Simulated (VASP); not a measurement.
# MgS (Imm2) in VASP: a series of runs

Runs on MgS. Level: PBE. Tasks: single point.

Everything below comes from runs of VASP 6.6.1. Logs are shortened: lines on timing, memory, paths and dates and some standing lists are left out, and cuts for length are marked.

### 1 The cell of the first run

It takes space group Imm2 (No. 44, orthorhombic). The conventional cell has a = 3.679 Å, b = 5.203 Å, c = 3.679 Å, α = 90.00°, β = 90.00°, γ = 90.00°. Within 2.8 Å of Mg (site symmetry mm2) lie 4 S at 2.09 to 2.74 Å. Within 2.8 Å of S (site symmetry mm2) lie 4 Mg at 2.09 to 2.74 Å.

### 2 Single point, PBE (atom 1 (Mg) moved by (-0.600, -0.600) A along x and z)

The input, INCAR:

```
SYSTEM = MgS
PREC = Accurate
ENCUT = 520
EDIFF = 1E-6
ISMEAR = 0
SIGMA = 0.05
LREAL = .False.
LASPH = .True.
NELM = 80
ALGO = Normal
ISIF = 2
LWAVE = .False.
LCHARG = .False.
GGA = PE
NBANDS = 11
```

The input, KPOINTS:

```
Automatic mesh
0
Gamma
  8 8 8
  0 0 0
```

The input, POSCAR:

```
MgS
1.0
    0.0000000000      2.6016500000      2.6016500000
    2.6016500000      0.0000000000      2.6016500000
    2.6016500000      2.6016500000      0.0000000000
Mg S
1 1
Direct
    0.0000000000     -0.2306228739      0.0000000000
    0.5000000000      0.5000000000      0.5000000000
```

Potentials or basis: VASP PAW PBE potentials, release 64 (Mg, S).

Run with:

```sh
> cat potpaw_PBE.64/Mg/POTCAR potpaw_PBE.64/S/POTCAR > POTCAR
> mpirun -np 1 vasp_std > vasp.out
```

OUTCAR:

```text
SYSTEM = MgS
   PREC = Accurate
   ENCUT = 520
   EDIFF = 1E-6
   ISMEAR = 0
   LREAL = .False.
   LASPH = .True.
   NELM = 80
   ISIF = 2
   GGA = PE

 ion  position               nearest neighbor table
   1  0.000  0.769  0.000-   2 2.09   2 2.09   2 2.74   2 2.74
   2  0.500  0.500  0.500-   1 2.09   1 2.09   1 2.74   1 2.74

  LATTYP: Found a face centered cubic cell.
 ALAT       =     5.2033000000

  Lattice vectors:

 A1 = (   0.0000000000,   2.6016500000,   2.6016500000)
 A2 = (   2.6016500000,   0.0000000000,   2.6016500000)
 A3 = (   2.6016500000,   2.6016500000,   0.0000000000)

Analysis of symmetry for initial positions (statically):
=====================================================================
 Subroutine PRICEL returns:
 Original cell was already a primitive cell.

 Routine SETGRP: Setting up the symmetry group for a
 face centered cubic supercell.

 Subroutine GETGRP returns: Found  4 space group operations
 (whereof  4 operations were pure point group operations)
 out of a pool of 48 trial point group operations.

The static configuration has the point symmetry C_2v.

Analysis of symmetry for dynamics (positions and initial velocities):
=====================================================================
 Subroutine PRICEL returns:
 Original cell was already a primitive cell.

 Routine SETGRP: Setting up the symmetry group for a
 face centered cubic supercell.

 Subroutine GETGRP returns: Found  4 space group operations
 (whereof  4 operations were pure point group operations)
 out of a pool of 48 trial point group operations.

The dynamic configuration has the point symmetry C_2v.

 Subroutine INISYM returns: Found  4 space group operations
 (whereof  4 operations are pure point group operations),
 and found     1 'primitive' translations

----------------------------------------------------------------------------------------

                                     Primitive cell

  volume of cell :      35.2190

  direct lattice vectors                    reciprocal lattice vectors
     0.000000000  2.601650000  2.601650000    -0.192185728  0.192185728  0.192185728
     2.601650000  0.000000000  2.601650000     0.192185728 -0.192185728  0.192185728
     2.601650000  2.601650000  0.000000000     0.192185728  0.192185728 -0.192185728

  length of vectors
     3.679288715  3.679288715  3.679288715     0.332875446  0.332875446  0.332875446

  position of ions in fractional coordinates (direct lattice)
     0.000000000  0.769377126  0.000000000
     0.500000000  0.500000000  0.500000000

  ion indices of the primitive-cell ions
   primitive index   ion index
                 1           1
                 2           2

----------------------------------------------------------------------------------------

 KPOINTS: Automatic mesh

Automatic generation of k-mesh.
 Grid dimensions read from file:
 generate k-points for:    8    8    8

 Generating k-lattice:

  Cartesian coordinates                     Fractional coordinates (reciprocal lattice)
    -0.024023216  0.024023216  0.024023216     0.125000000  0.000000000  0.000000000
     0.024023216 -0.024023216  0.024023216     0.000000000  0.125000000  0.000000000
     0.024023216  0.024023216 -0.024023216     0.000000000  0.000000000  0.125000000

  Length of vectors
     0.041609431  0.041609431  0.041609431

  Shift w.r.t. Gamma in fractional coordinates (k-lattice)
     0.000000000  0.000000000  0.000000000

 Subroutine IBZKPT returns following result:
 ===========================================

 Found     95 irreducible k-points:

 Following reciprocal coordinates:
            Coordinates               Weight
  0.000000  0.000000  0.000000      1.000000
  0.125000  0.000000  0.000000      4.000000
  0.000000  0.125000  0.000000      4.000000
  0.250000  0.000000  0.000000      4.000000
  0.000000  0.250000  0.000000      4.000000
  0.375000  0.000000  0.000000      4.000000
[... 16 lines left out ...]
  0.500000  0.375000  0.500000      4.000000
 -0.375000  0.125000  0.000000      8.000000
 [... further k-points ...]
   k-points           NKPTS =     95   k-points in BZ     NKDIM =     95   number of bands    NBANDS=     11
   number of dos      NEDOS =    301   number of ions     NIONS =      2
   total plane-waves  NPLWV =  21952
   dimension x,y,z NGX =    28 NGY =   28 NGZ =   28
   dimension x,y,z NGXF=    56 NGYF=   56 NGZF=   56
   ions per type =               1   1
   NGX,Y,Z   is equivalent  to a cutoff of  12.65, 12.65, 12.65 a.u.
   NGXF,Y,Z  is equivalent  to a cutoff of  25.30, 25.30, 25.30 a.u.
 SYSTEM =  MgS
   PREC   = accura    normal or accurate (medium, high low for compatibility)
   ISTART =      0    job   : 0-new  1-cont  2-samecut
   ICHARG =      2    charge: 1-file 2-atom 10-const
   ISPIN  =      1    spin polarized calculation?
   LNONCOLLINEAR =      F non collinear calculations
   LSORBIT =      F    spin-orbit coupling
   LASPH  =      T    aspherical Exc in radial PAW
   ENCUT  =  520.0 eV  38.22 Ry    6.18 a.u.   6.84  6.84  6.84*2*pi/ulx,y,z
   NELM   =     80;   NELMIN=  2; NELMDL= -5     # of ELM steps
   EDIFF  = 0.1E-05   stopping-criterion for ELM
   LREAL  =      F    real-space projection
[... 7 lines left out ...]
   TEBEG  =    0.0;   TEEND  =   0.0 temperature during run
   PSTRESS=    0.0 pullay stress
   NELECT =       8.0000    total number of electrons
   NUPDOWN=      -1.0000    fix difference up-down
   EMIN   =  10.00;   EMAX   =-10.00  energy-range for DOS
   EFERMI =   0.00;   METHOD = LEGACY
   ISMEAR =     0;   SIGMA  =   0.05  broadening in eV -4-tet -1-fermi 0-gaus
   EFERMI_NEDOS =   21; number of points for ismear=-14 and -15
   IALGO  =     38    algorithm
   IMIX   =      4    mixing-type and parameters
     AMIX     =   0.40;   BMIX     =  1.00
     AMIX_MAG =   1.60;   BMIX_MAG =  1.00
  volume/ion in A,a.u.               =      17.61       118.83
  Fermi-wavevector in a.u.,A,eV,Ry     =   0.998878  1.887606 13.575323  0.997758
  Thomas-Fermi vector in A             =   2.131131
   LORBIT       =      0    0 simple, 1 ext, 2 COOP (PROOUT), +10 PAW based schemes
   GGA     = PE    functional components
   LHFCALC =     F    Hartree Fock is set to
   AEXX    =    0.0000 exact exchange contribution
   IVDW    =     0    specifies the selected vdW correction
   LEPSILON=     F    determine dielectric tensor
   LRPA    =     F    only Hartree local field effects (RPA)
 non-spin polarized calculation
 Gauss-broadening in eV      SIGMA  =   0.05
  energy-cutoff  :      520.00
  volume of cell :       35.22
 maximum number of plane-waves:       960
   NGX = 13   NGY = 13   NGZ = 13

 number of electron       8.0000000 magnetization

 Free energy of the ion-electron system (eV)
  ---------------------------------------------------
  ext. energy  EPLUGINS =         0.00000000
  ---------------------------------------------------
  free energy    TOTEN  =        -7.09588401 eV

  energy without entropy =       -7.09588401  energy(sigma->0) =       -7.09588401

 E-fermi :   3.9233     XC(G=0):  -9.5360

 val. band max:        3.6423425655   @ k =   0.0000   0.0000   0.0000
 cond. band min:       6.5432890659   @ k =   0.5000   0.5000   0.0000
 fundamental gap:      2.9009465004
 Fermi energy:         3.9233055954

 k-point     1 :       0.0000    0.0000    0.0000
  band No.  band energies     occupation
      1      -9.1604      2.00000
      2       2.7436      2.00000
      3       3.6032      2.00000
      4       3.6423      2.00000
      5       7.1769      0.00000
      6      11.3332      0.00000
      7      11.8779      0.00000
      8      12.0581      0.00000
      9      14.8813      0.00000
     10      15.1184      0.00000
     11      15.1639      0.00000

 k-point     2 :       0.1250    0.0000    0.0000
  band No.  band energies     occupation
      1      -9.0141      2.00000
      2       2.0469      2.00000
      3       3.3472      2.00000
      4       3.5731      2.00000
      5       7.8638      0.00000
      6      10.8863      0.00000
      7      12.0127      0.00000
      8      12.3698      0.00000
      9      13.8426      0.00000
     10      15.0363      0.00000
     11      15.7483      0.00000

 k-point     3 :       0.0000    0.1250    0.0000
  band No.  band energies     occupation
      1      -9.0210      2.00000
      2       2.6089      2.00000
      3       2.6649      2.00000
      4       3.5609      2.00000
      5       8.0185      0.00000
      6      11.3676      0.00000
      7      11.5754      0.00000
      8      12.1039      0.00000
      9      14.2281      0.00000
     10      14.3155      0.00000
     11      16.1389      0.00000

 k-point     4 :       0.2500    0.0000    0.0000
  band No.  band energies     occupation
      1      -8.6211      2.00000
      2       0.5542      2.00000
      3       3.0889      2.00000
      4       3.4308      2.00000
      5       8.3503      0.00000
      6      11.0115      0.00000
      7      12.0267      0.00000
      8      12.4006      0.00000
      9      13.7602      0.00000
     10      14.6597      0.00000
     11      15.4852      0.00000
[... 239 lines left out ...]
 k-point    22 :       0.1250    0.0000    0.5000
  band No.  band energies     occupation
      1      -7.8790      2.00000
      2      -1.0413      2.00000
      3       2.2226      2.00000
      4       3.0563      2.00000
      5       8.6754      0.00000
      6       9.7952      0.00000
      7      11.9709      0.00000
      8      13.2402      0.00000
      9      15.0240      0.00000
     10      17.5908      0.00000
     11      17.9741      0.00000

 k-point    23 :       0.5000    0.3750    0.5000
  band No.  band energies     occupation
      1      -7.9425      2.00000
      2      -0.7124      2.00000
      3       2.1142      2.00000
      4       2.5380      2.00000
      5       9.1256      0.00000
      6       9.9871      0.00000
      7      11.4473      0.00000
      8      12.9605      0.00000
      9      16.2257      0.00000
     10      17.2773      0.00000
     11      17.5889      0.00000

 k-point    24 :      -0.3750    0.1250    0.0000
  band No.  band energies     occupation
      1      -7.9575      2.00000
      2      -0.8740      2.00000
      3       2.3264      2.00000
      4       2.9870      2.00000
      5       8.7368      0.00000
      6      10.2606      0.00000
      7      11.7107      0.00000
      8      12.8063      0.00000
      9      15.1830      0.00000
     10      16.2430      0.00000
     11      18.2648      0.00000

 [... further k-points ...]
[... 5 lines left out ...]
  --------------------------------------------------------------------------------------
  -------------------------------------------------------------------------------------
  Total        8.2367739     -0.5284410      8.2367739      0.0000000      0.0000000     -3.9385783
  in kB      374.7064066    -24.0397787    374.7064066      0.0000000      0.0000000   -179.1733684
  external PRESSURE =     241.7910115 kB  Pullay stress =       0.0000000 kB

 VOLUME and BASIS-vectors are now :
 -----------------------------------------------------------------------------
  energy-cutoff  :      520.00
  volume of cell :       35.22
      direct lattice vectors                 reciprocal lattice vectors
     0.000000000  2.601650000  2.601650000    -0.192185728  0.192185728  0.192185728
     2.601650000  0.000000000  2.601650000     0.192185728 -0.192185728  0.192185728
     2.601650000  2.601650000  0.000000000     0.192185728  0.192185728 -0.192185728

 POSITION                                       TOTAL-FORCE (eV/Angst)
 -----------------------------------------------------------------------------------
      2.00165      0.00000      2.00165         2.734958      0.000000      2.734958
      2.60165      2.60165      2.60165        -2.734958     -0.000000     -2.734958
 -----------------------------------------------------------------------------------
    total drift:                                0.000250      0.000000      0.000250

  FREE ENERGIE OF THE ION-ELECTRON SYSTEM (eV)
  ---------------------------------------------------
  free  energy   TOTEN  =        -7.0958840101 eV

  energy  without entropy=       -7.0958840101  energy(sigma->0) =       -7.09588401
```

It took 34 s on 1 thread of Intel Xeon 6975P-C, shared host; peak memory 0.18 GiB.

Results:

* Free energy: -7.0959 eV
* Pressure: 24.2 GPa
* Largest force: 3.868 eV/Å
* Band gap on the k mesh: 2.90 eV, indirect (least direct gap 3.53 eV)

Forces on the atoms (eV/Å):
```
Mg   2.735  0.000  2.735
S   -2.735  0.000 -2.735
```

Caveat: the cell differs from its parent crystal (atom 1 (Mg) moved by (-0.600, -0.600) A along x and z); forces of over 1 eV/Å act on the atoms, so gaps and moduli don't describe the material at rest.

### 3 Single point, PBE (atom 1 (Mg) moved by (-0.300, -0.300) A along x and z)

The input, INCAR:

```
PREC = Accurate
ENCUT = 520
EDIFF = 1E-7
ISMEAR = 0
SIGMA = 0.05
LREAL = False
LASPH = True
NELM = 80
ALGO = Normal
ISIF = 2
LWAVE = False
LCHARG = False
GGA = PE
NBANDS = 11
```

The input, KPOINTS:

```
regular mesh
0
Gamma
  8 8 8
```

Edit POSCAR of step 2 so:

```diff
@@ -8,3 +8,3 @@
 Direct
-    0.0000000000     -0.2306228739      0.0000000000
+    0.0000000000     -0.1153114370      0.0000000000
     0.5000000000      0.5000000000      0.5000000000
```

Potentials or basis: VASP PAW PBE potentials, release 64 (Mg, S).

Run with:

```sh
> cat potpaw_PBE.64/Mg/POTCAR potpaw_PBE.64/S/POTCAR > POTCAR
> mpirun -np 1 vasp_std > vasp.out
```

OUTCAR:

```text
PREC = Accurate
   ENCUT = 520
   EDIFF = 1E-7
   ISMEAR = 0
   LREAL = False
   LASPH = True
   NELM = 80
   ISIF = 2
   GGA = PE

 ion  position               nearest neighbor table
   1  0.000  0.885  0.000-   2 2.32   2 2.32   2 2.64   2 2.64   2 2.92   2 2.92
   2  0.500  0.500  0.500-   1 2.32   1 2.32   1 2.64   1 2.64   1 2.92   1 2.92

  LATTYP: Found a face centered cubic cell.
 ALAT       =     5.2033000000

  Lattice vectors:

 A1 = (   0.0000000000,   2.6016500000,   2.6016500000)
 A2 = (   2.6016500000,   0.0000000000,   2.6016500000)
[... 514 lines left out ...]
      8      13.3862      0.00000
      9      15.5325      0.00000
     10      16.1811      0.00000
     11      18.3997      0.00000

 [... further k-points ...]
[... 5 lines left out ...]
  --------------------------------------------------------------------------------------
  -------------------------------------------------------------------------------------
  Total        2.3098515     -0.0841799      2.3098515      0.0000000      0.0000000     -0.4969391
  in kB      105.0795088     -3.8295027    105.0795088      0.0000000      0.0000000    -22.6066999
  external PRESSURE =      68.7765050 kB  Pullay stress =       0.0000000 kB

 VOLUME and BASIS-vectors are now :
 -----------------------------------------------------------------------------
  energy-cutoff  :      520.00
  volume of cell :       35.22
      direct lattice vectors                 reciprocal lattice vectors
     0.000000000  2.601650000  2.601650000    -0.192185728  0.192185728  0.192185728
     2.601650000  0.000000000  2.601650000     0.192185728 -0.192185728  0.192185728
     2.601650000  2.601650000  0.000000000     0.192185728  0.192185728 -0.192185728

 POSITION                                       TOTAL-FORCE (eV/Angst)
 -----------------------------------------------------------------------------------
      2.30165      0.00000      2.30165         1.051165      0.000000      1.051165
      2.60165      2.60165      2.60165        -1.051165     -0.000000     -1.051165
 -----------------------------------------------------------------------------------
    total drift:                                0.000073      0.000000      0.000073

  FREE ENERGIE OF THE ION-ELECTRON SYSTEM (eV)
  ---------------------------------------------------
  free  energy   TOTEN  =        -8.2171001019 eV

  energy  without entropy=       -8.2171001019  energy(sigma->0) =       -8.21710010
```

OSZICAR:

```text
N       E                     dE             d eps       ncg     rms          rms(c)
DAV:   1     0.237978160869E+02    0.23798E+02   -0.34804E+03  2098   0.591E+02
DAV:   2    -0.718138970399E+01   -0.30979E+02   -0.29466E+02  2657   0.102E+02
DAV:   3    -0.868507680903E+01   -0.15037E+01   -0.15009E+01  2577   0.239E+01
DAV:   4    -0.869444374938E+01   -0.93669E-02   -0.93662E-02  2476   0.226E+00
DAV:   5    -0.869452660577E+01   -0.82856E-04   -0.82856E-04  2627   0.208E-01    0.463E+00
DAV:   6    -0.826665777135E+01    0.42787E+00   -0.91613E-01  2369   0.379E+00    0.355E+00
DAV:   7    -0.821730232248E+01    0.49355E-01   -0.27018E-01  2557   0.225E+00    0.248E+00
DAV:   8    -0.821754250826E+01   -0.24019E-03   -0.17173E-02  2306   0.791E-01    0.115E+00
DAV:   9    -0.821706769022E+01    0.47482E-03   -0.15734E-03  2400   0.222E-01    0.234E-01
DAV:  10    -0.821710976475E+01   -0.42075E-04   -0.24278E-04  2488   0.777E-02    0.857E-02
DAV:  11    -0.821709949328E+01    0.10271E-04   -0.47623E-05  2456   0.295E-02    0.915E-03
DAV:  12    -0.821709995449E+01   -0.46121E-06   -0.16104E-06  2486   0.769E-03    0.406E-03
DAV:  13    -0.821710015607E+01   -0.20158E-06   -0.19828E-07  2515   0.287E-03    0.217E-03
DAV:  14    -0.821710010192E+01    0.54151E-07   -0.24583E-08  1378   0.877E-04
   1 F= -.82171001E+01 E0= -.82171001E+01  d E =-.236385E-18
```

Run time: 39 s. Hardware: 1 thread of Intel Xeon 6975P-C, shared host; peak memory 0.18 GiB.

Results:

```
Free energy            : -8.2171 eV
Pressure               : 6.9 GPa
Largest force          : 1.487 eV/Å
Band gap on the k mesh : 2.82 eV, indirect (least direct gap 3.67 eV)
```

Forces in eV/Å, atoms in the order of the input:
```
Mg   1.051  0.000  1.051
S   -1.051  0.000 -1.051
```

Stress tensor (GPa, compression positive):
```
10.51  0.00 -2.26
 0.00 -0.38  0.00
-2.26  0.00 10.51
```

Caveat: the cell differs from its parent crystal (atom 1 (Mg) moved by (-0.300, -0.300) A along x and z); forces of over 1 eV/Å act on the atoms, so gaps and moduli don't describe the material at rest. A k mesh can miss the band edges.
